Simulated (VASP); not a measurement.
# AlN (P6_3/mmc) in VASP: further runs

Runs on AlN. Level: PBEsol. Tasks: single point.

Program: VASP 6.6.1. These are calculated values, not measurements. Logs are shortened: lines on timing, memory, paths and dates and some standing lists are left out, and cuts for length are marked.

### Step 1. The cell of the first run

The structure is hexagonal, space group P6_3/mmc (No. 194). The conventional cell has a = 3.244 Å, b = 3.244 Å, c = 3.877 Å, α = 90.00°, β = 90.00°, γ = 120.00°. Al (site symmetry -6m2) has 5 N at 1.87 to 1.94 Å within 2.5 Å. N (site symmetry -6m2) has 5 Al at 1.87 to 1.94 Å within 2.5 Å.

### Step 2. Single point, PBEsol (volume 8.832 Å^3 an atom, c/a of the conventional cell 1.1951)

Contents of INCAR:

```
SYSTEM = AlN
ALGO     = Normal         ! electronic algorithm
EDIFF    = 1E-7           ! SCF threshold, eV
ENCUT    = 520            ! plane-wave cutoff, eV
GGA      = PS             ! functional
ISIF     = 2              ! what is computed and relaxed
ISMEAR   = 0              ! smearing method
LASPH    = .True.         ! aspherical terms in the spheres
LCHARG   = .False.        ! write CHGCAR
LREAL    = .False.        ! projectors in reciprocal space
LWAVE    = .False.        ! write WAVECAR
NBANDS   = 16             ! bands
NELM     = 80             ! most SCF steps
PREC     = Accurate       ! precision mode
SIGMA    = 0.05           ! smearing width, eV
```

Contents of KPOINTS:

```
k-points
0
Gamma
  9 9 6
  0 0 0
```

Contents of POSCAR:

```
AlN
1.0
    3.2438546874      0.0000000000      0.0000000000
   -1.6219273437      2.8092605655      0.0000000000
    0.0000000000      0.0000000000      3.8767307370
Al N
2 2
Direct
    0.3333333333      0.6666666667      0.7500000000
    0.6666666667      0.3333333333      0.2500000000
    0.3333333333      0.6666666667      0.2500000000
    0.6666666667      0.3333333333      0.7500000000
```

Potentials or basis: VASP PAW PBE potentials, release 64 (Al, N).

Run with:

```bash
cat potpaw_PBE.64/Al/POTCAR potpaw_PBE.64/N/POTCAR > POTCAR
mpirun -np 1 vasp_std > vasp.out
```

OUTCAR:

```text
SYSTEM = AlN
   EDIFF = 1E-7
   ENCUT = 520
   GGA = PS
   ISIF = 2
   ISMEAR = 0
   LASPH = .True.
   LREAL = .False.
   NELM = 80
   PREC = Accurate

 ion  position               nearest neighbor table
   1  0.333  0.667  0.750-   4 1.87   4 1.87   4 1.87   3 1.94   3 1.94   2 2.70   2 2.70   2 2.70
                             2 2.70   2 2.70   2 2.70
   2  0.667  0.333  0.250-   3 1.87   3 1.87   3 1.87   4 1.94   4 1.94   1 2.70   1 2.70   1 2.70
                             1 2.70   1 2.70   1 2.70
   3  0.333  0.667  0.250-   2 1.87   2 1.87   2 1.87   1 1.94   1 1.94
   4  0.667  0.333  0.750-   1 1.87   1 1.87   1 1.87   2 1.94   2 1.94

  LATTYP: Found a hexagonal cell.
 ALAT       =     3.2438546874
 C/A-ratio  =     1.1951000000

  Lattice vectors:

 A1 = (   3.2438546874,   0.0000000000,   0.0000000000)
 A2 = (  -1.6219273437,   2.8092605655,   0.0000000000)
 A3 = (   0.0000000000,   0.0000000000,   3.8767307370)

Analysis of symmetry for initial positions (statically):
=====================================================================
 Subroutine PRICEL returns:
 Original cell was already a primitive cell.

 Routine SETGRP: Setting up the symmetry group for a
 hexagonal supercell.

 Subroutine GETGRP returns: Found 24 space group operations
 (whereof 12 operations were pure point group operations)
 out of a pool of 24 trial point group operations.

The static configuration has the point symmetry D_3d.
 The point group associated with its full space group is D_6h.

Analysis of symmetry for dynamics (positions and initial velocities):
=====================================================================
 Subroutine PRICEL returns:
 Original cell was already a primitive cell.

 Routine SETGRP: Setting up the symmetry group for a
 hexagonal supercell.

 Subroutine GETGRP returns: Found 24 space group operations
 (whereof 12 operations were pure point group operations)
 out of a pool of 24 trial point group operations.

The dynamic configuration has the point symmetry D_3d.
 The point group associated with its full space group is D_6h.

 Subroutine INISYM returns: Found 24 space group operations
 (whereof 12 operations are pure point group operations),
 and found     1 'primitive' translations

----------------------------------------------------------------------------------------

                                     Primitive cell

  volume of cell :      35.3280

  direct lattice vectors                    reciprocal lattice vectors
     3.243854687  0.000000000  0.000000000     0.308275215  0.177982778  0.000000000
    -1.621927344  2.809260565  0.000000000     0.000000000  0.355965556  0.000000000
     0.000000000  0.000000000  3.876730737     0.000000000  0.000000000  0.257949305

  length of vectors
     3.243854687  3.243854687  3.876730737     0.355965556  0.355965556  0.257949305

  position of ions in fractional coordinates (direct lattice)
     0.333333333  0.666666667  0.750000000
     0.666666667  0.333333333  0.250000000
     0.333333333  0.666666667  0.250000000
     0.666666667  0.333333333  0.750000000

  ion indices of the primitive-cell ions
   primitive index   ion index
                 1           1
                 2           2
                 3           3
                 4           4

----------------------------------------------------------------------------------------

 KPOINTS: k-points

Automatic generation of k-mesh.
 Grid dimensions read from file:
 generate k-points for:    9    9    6

 Generating k-lattice:

  Cartesian coordinates                     Fractional coordinates (reciprocal lattice)
     0.034252802  0.019775864  0.000000000     0.111111111  0.000000000  0.000000000
     0.000000000  0.039551728  0.000000000     0.000000000  0.111111111  0.000000000
     0.000000000  0.000000000  0.042991551     0.000000000  0.000000000  0.166666667

  Length of vectors
     0.039551728  0.039551728  0.042991551

  Shift w.r.t. Gamma in fractional coordinates (k-lattice)
     0.000000000  0.000000000  0.000000000

 Subroutine IBZKPT returns following result:
 ===========================================

 Found     48 irreducible k-points:

 Following reciprocal coordinates:
            Coordinates               Weight
  0.000000  0.000000  0.000000      1.000000
  0.111111 -0.000000  0.000000      6.000000
  0.222222  0.000000  0.000000      6.000000
  0.333333 -0.000000  0.000000      6.000000
  0.444444  0.000000  0.000000      6.000000
  0.111111  0.111111  0.000000      6.000000
[... 16 lines left out ...]
  0.333333  0.222222  0.166667     24.000000
  0.333333  0.333333  0.166667      4.000000
 [... further k-points ...]
   k-points           NKPTS =     48   k-points in BZ     NKDIM =     48   number of bands    NBANDS=     16
   number of dos      NEDOS =    301   number of ions     NIONS =      4
   total plane-waves  NPLWV =  17280
   dimension x,y,z NGX =    24 NGY =   24 NGZ =   30
   dimension x,y,z NGXF=    48 NGYF=   48 NGZF=   60
   ions per type =               2   2
   NGX,Y,Z   is equivalent  to a cutoff of  12.30, 12.30, 12.86 a.u.
   NGXF,Y,Z  is equivalent  to a cutoff of  24.60, 24.60, 25.73 a.u.
 SYSTEM =  AlN
   PREC   = accura    normal or accurate (medium, high low for compatibility)
   ISTART =      0    job   : 0-new  1-cont  2-samecut
   ICHARG =      2    charge: 1-file 2-atom 10-const
   ISPIN  =      1    spin polarized calculation?
   LNONCOLLINEAR =      F non collinear calculations
   LSORBIT =      F    spin-orbit coupling
   LASPH  =      T    aspherical Exc in radial PAW
   ENCUT  =  520.0 eV  38.22 Ry    6.18 a.u.   6.03  6.03  7.21*2*pi/ulx,y,z
   NELM   =     80;   NELMIN=  2; NELMDL= -5     # of ELM steps
   EDIFF  = 0.1E-06   stopping-criterion for ELM
   LREAL  =      F    real-space projection
   EDIFFG = 0.1E-05   stopping-criterion for IOM
   NSW    =      0    number of steps for IOM
   IBRION =     -1    ionic relax: 0-MD 1-quasi-New 2-CG
   NFREE  =      0    steps in history (QN), initial steepest desc. (CG)
   ISIF   =      2    stress and relaxation
   ISYM   =      2    0-nonsym 1-usesym 2-fastsym
   POTIM  = 0.5000    time-step for ionic-motion
   TEBEG  =    0.0;   TEEND  =   0.0 temperature during run
   PSTRESS=    0.0 pullay stress
   NELECT =      16.0000    total number of electrons
   NUPDOWN=      -1.0000    fix difference up-down
   EMIN   =  10.00;   EMAX   =-10.00  energy-range for DOS
   EFERMI =   0.00;   METHOD = LEGACY
   ISMEAR =     0;   SIGMA  =   0.05  broadening in eV -4-tet -1-fermi 0-gaus
   EFERMI_NEDOS =   21; number of points for ismear=-14 and -15
   IALGO  =     38    algorithm
   IMIX   =      4    mixing-type and parameters
     AMIX     =   0.40;   BMIX     =  1.00
     AMIX_MAG =   1.60;   BMIX_MAG =  1.00
  volume/ion in A,a.u.               =       8.83        59.60
  Fermi-wavevector in a.u.,A,eV,Ry     =   1.257212  2.375786 21.505120  1.580582
  Thomas-Fermi vector in A             =   2.390882
   LORBIT       =      0    0 simple, 1 ext, 2 COOP (PROOUT), +10 PAW based schemes
   GGA     = PS    functional components
   LHFCALC =     F    Hartree Fock is set to
   AEXX    =    0.0000 exact exchange contribution
   IVDW    =     0    specifies the selected vdW correction
   LEPSILON=     F    determine dielectric tensor
   LRPA    =     F    only Hartree local field effects (RPA)
 non-spin polarized calculation
 Gauss-broadening in eV      SIGMA  =   0.05
  energy-cutoff  :      520.00
  volume of cell :       35.33
 maximum number of plane-waves:       972
   NGX = 13   NGY = 13   NGZ = 15

 number of electron      16.0000004 magnetization

 Free energy of the ion-electron system (eV)
  ---------------------------------------------------
  ext. energy  EPLUGINS =         0.00000000
  ---------------------------------------------------
  free energy    TOTEN  =       -30.62191728 eV

  energy without entropy =      -30.62191728  energy(sigma->0) =      -30.62191728

 E-fermi :   9.2228     XC(G=0): -11.8788

 val. band max:        9.0085792834   @ k =   0.0000   0.0000   0.0000
 cond. band min:      13.1352885891   @ k =   0.0000   0.0000   0.0000
 fundamental gap:      4.1267093058
 Fermi energy:         9.2227588822

 k-point     1 :       0.0000    0.0000    0.0000
  band No.  band energies     occupation
      1      -8.5294      2.00000
      2      -3.9295      2.00000
      3       1.7222      2.00000
      4       5.3915      2.00000
      5       5.3915      2.00000
      6       7.4786      2.00000
[... 8 lines left out ...]
     15      21.4721      0.00000
     16      21.4721      0.00000

 k-point     2 :       0.1111   -0.0000    0.0000
  band No.  band energies     occupation
      1      -8.3756      2.00000
      2      -3.9560      2.00000
      3       1.8769      2.00000
      4       4.9220      2.00000
      5       5.1669      2.00000
      6       7.0282      2.00000
[... 8 lines left out ...]
     15      21.1013      0.00000
     16      21.8379      0.00000

 k-point     3 :       0.2222    0.0000    0.0000
  band No.  band energies     occupation
      1      -7.9321      2.00000
      2      -4.0857      2.00000
      3       2.3280      2.00000
      4       3.8884      2.00000
      5       4.7165      2.00000
      6       6.2181      2.00000
[... 8 lines left out ...]
     15      20.4523      0.00000
     16      22.7431      0.00000

 k-point     4 :       0.3333   -0.0000    0.0000
  band No.  band energies     occupation
      1      -7.2656      2.00000
      2      -4.4250      2.00000
      3       2.9414      2.00000
      4       3.0226      2.00000
      5       4.3146      2.00000
      6       5.5416      2.00000
[... 8 lines left out ...]
     15      20.8641      0.00000
     16      23.6535      0.00000
[... 324 lines left out ...]
 k-point    22 :       0.2222    0.2222    0.1667
  band No.  band energies     occupation
      1      -6.7300      2.00000
      2      -4.7239      2.00000
      3       2.3678      2.00000
      4       2.6556      2.00000
      5       4.6653      2.00000
      6       5.2977      2.00000
[... 8 lines left out ...]
     15      21.9549      0.00000
     16      23.7645      0.00000

 k-point    23 :       0.3333    0.2222    0.1667
  band No.  band energies     occupation
      1      -6.0935      2.00000
      2      -5.1093      2.00000
      3       1.9855      2.00000
      4       2.8848      2.00000
      5       3.8383      2.00000
      6       5.8177      2.00000
[... 8 lines left out ...]
     15      21.9025      0.00000
     16      23.6373      0.00000

 k-point    24 :       0.3333    0.3333    0.1667
  band No.  band energies     occupation
      1      -5.5507      2.00000
      2      -5.5507      2.00000
      3       1.8661      2.00000
      4       3.2519      2.00000
      5       3.2519      2.00000
      6       6.2479      2.00000
[... 8 lines left out ...]
     15      21.1235      0.00000
     16      23.7332      0.00000

 [... further k-points ...]
[... 5 lines left out ...]
  --------------------------------------------------------------------------------------
  -------------------------------------------------------------------------------------
  Total        4.7532022      4.7532022      7.9272632      0.0000000      0.0000000      0.0000000
  in kB      215.5647891    215.5647891    359.5131716      0.0000000      0.0000000      0.0000000
  external PRESSURE =     263.5475832 kB  Pullay stress =       0.0000000 kB

 VOLUME and BASIS-vectors are now :
 -----------------------------------------------------------------------------
  energy-cutoff  :      520.00
  volume of cell :       35.33
      direct lattice vectors                 reciprocal lattice vectors
     3.243854687  0.000000000  0.000000000     0.308275215  0.177982778  0.000000000
    -1.621927344  2.809260565  0.000000000     0.000000000  0.355965556  0.000000000
     0.000000000  0.000000000  3.876730737     0.000000000  0.000000000  0.257949305

 POSITION                                       TOTAL-FORCE (eV/Angst)
 -----------------------------------------------------------------------------------
     -0.00000      1.87284      2.90755         0.000000      0.000000      0.000000
      1.62193      0.93642      0.96918        -0.000000     -0.000000      0.000000
     -0.00000      1.87284      0.96918         0.000000      0.000000      0.000000
      1.62193      0.93642      2.90755        -0.000000     -0.000000      0.000000
 -----------------------------------------------------------------------------------
    total drift:                               -0.000000      0.000000      0.000000

  FREE ENERGIE OF THE ION-ELECTRON SYSTEM (eV)
  ---------------------------------------------------
  free  energy   TOTEN  =       -30.6219172847 eV

  energy  without entropy=      -30.6219172847  energy(sigma->0) =      -30.62191728
```

It used 18 s of CPU time on 1 thread of AMD EPYC 7R13 Processor (Zen 3) (shared host).

What came out:

```
Free energy            : -30.6219 eV
Pressure               : 26.4 GPa
Band gap on the k mesh : 4.13 eV, direct
```

Caveat: the PAW data sets were made with another functional, which shifts forces and pressure a little. A k mesh can miss the band edges.

### Step 3. Single point, PBEsol (volume 8.832 Å^3 an atom, c/a of the conventional cell 1.2743)

Contents of INCAR:

```
PREC = Accurate ; ENCUT = 520
EDIFF = 1E-6 ; ISMEAR = 0
SIGMA = 0.05 ; LREAL = False
LASPH = True ; NELM = 80
ALGO = Normal ; ISIF = 2
LWAVE = False ; LCHARG = False
GGA = PS ; NBANDS = 16
```

Contents of KPOINTS:

```
Automatic mesh
0
Gamma
  9 9 6
```

Contents of POSCAR:

```
AlN
1.0
    3.1752084790      0.0000000000      0.0000000000
   -1.5876042395      2.7498112052      0.0000000000
    0.0000000000      0.0000000000      4.0461681649
Al N
2 2
Direct
    0.3333333333      0.6666666667      0.7500000000
    0.6666666667      0.3333333333      0.2500000000
    0.3333333333      0.6666666667      0.2500000000
    0.6666666667      0.3333333333      0.7500000000
```

Potentials or basis: VASP PAW PBE potentials, release 64 (Al, N).

Run with:

```bash
cat potpaw_PBE.64/Al/POTCAR potpaw_PBE.64/N/POTCAR > POTCAR
mpirun -np 1 vasp_std > vasp.out
```

It used 17 s of CPU time on 1 thread of AMD EPYC 7R13 Processor (Zen 3), on a shared host.

Results (log left out):

* Free energy: -30.6395 eV
* Pressure: 27.2 GPa
* Band gap on the k mesh: 4.05 eV, direct

Stress tensor (GPa, compression positive):
```
30.61  0.00  0.00
 0.00 30.61  0.00
 0.00  0.00 20.52
```

Levels at points of the mesh, in eV from the valence-band top:
| k point | band 4 | band 5 | band 6 | band 7 | band 8 | band 9 | band 10 | band 11 | band 12 | band 13 |
| --- | --- | --- | --- | --- | --- | --- | --- | --- | --- | --- |
| (0.00, 0.00, 0.00) | -3.64 | -3.64 | -1.91 | -1.91 | 0.00 | 4.05 | 5.34 | 8.81 | 8.81 | 12.12 |
| (0.00, 0.00, 0.50) | -3.98 | -2.82 | -2.82 | -2.82 | -2.82 | 6.29 | 6.29 | 8.92 | 8.92 | 8.92 |

Caveat: the PAW data sets were made with another functional, which shifts forces and pressure a little. A k mesh can miss the band edges.

### Step 4. Single point, PBEsol (volume 8.832 Å^3 an atom, c/a of the conventional cell 1.2341)

Contents of INCAR:

```
SYSTEM = AlN
  PREC = Accurate
  ENCUT = 520
  EDIFF = 1E-6
  ISMEAR = 0
  SIGMA = 0.05
  LREAL = .FALSE.
  LASPH = .TRUE.
  NELM = 60
  ALGO = Normal
  ISIF = 2
  LWAVE = .FALSE.
  LCHARG = .TRUE.
  GGA = PS
  LELF = .TRUE.
  LVHAR = .TRUE.
  NBANDS = 16
```

Contents of KPOINTS:

```
regular mesh
0
G
  9 9 6
  0 0 0
```

Contents of POSCAR:

```
AlN
1.0
    3.2093175367      0.0000000000      0.0000000000
   -1.6046587684      2.7793505155      0.0000000000
    0.0000000000      0.0000000000      3.9606187720
Al N
2 2
Direct
    0.3333333333      0.6666666667      0.7500000000
    0.6666666667      0.3333333333      0.2500000000
    0.3333333333      0.6666666667      0.2500000000
    0.6666666667      0.3333333333      0.7500000000
```

Run with:

```bash
cat potpaw_PBE.64/Al/POTCAR potpaw_PBE.64/N/POTCAR > POTCAR
mpirun -np 1 vasp_std > vasp.out
```

It used 18 s of CPU time on 1 thread of AMD EPYC 7R13 Processor (Zen 3), with other jobs on the host.

It converged, with:

- Free energy: -30.6595 eV
- Pressure: 26.3 GPa
- Band gap on the k mesh: 4.09 eV, direct

Stress tensor (GPa, compression positive):
```
25.71  0.00  0.00
 0.00 25.71  0.00
 0.00  0.00 27.41
```

Levels at points of the mesh, in eV from the valence-band top:
```csv
k point,band 5,band 6,band 7,band 8,band 9,band 10,band 11,band 12
"(0.00, 0.00, 0.00)",-3.64,-1.73,-1.73,0.00,4.09,5.32,8.75,8.75
"(0.00, 0.00, 0.50)",-2.73,-2.73,-2.73,-2.73,6.34,6.34,8.80,8.80
```

Caveat: the PAW data sets were made with another functional, which shifts forces and pressure a little. A k mesh can miss the band edges.

### Step 5. Overview

| cell | gap on the mesh (eV) | pressure (GPa) |
| --- | --- | --- |
| a = 3.244, b = 3.244, c = 3.877 Å, angles 90.0, 90.0, 120.0°, 4 atoms | 4.13 | 26.4 |
| a = 3.175, b = 3.175, c = 4.046 Å, angles 90.0, 90.0, 120.0°, 4 atoms | 4.05 | 27.2 |
| a = 3.209, b = 3.209, c = 3.961 Å, angles 90.0, 90.0, 120.0°, 4 atoms | 4.09 | 26.3 |

Alike in all rows: task single point; level PBEsol; potentials or basis VASP PAW PBE potentials, release 64 (Al, N); no spin polarisation; k mesh 9 × 9 × 6; cutoff (eV) 520; smearing gaussian 0.05 eV.

Caveats: the PAW data sets were made with another functional, which shifts forces and pressure a little.

Absolute energies hang on the potentials; compare differences alone.
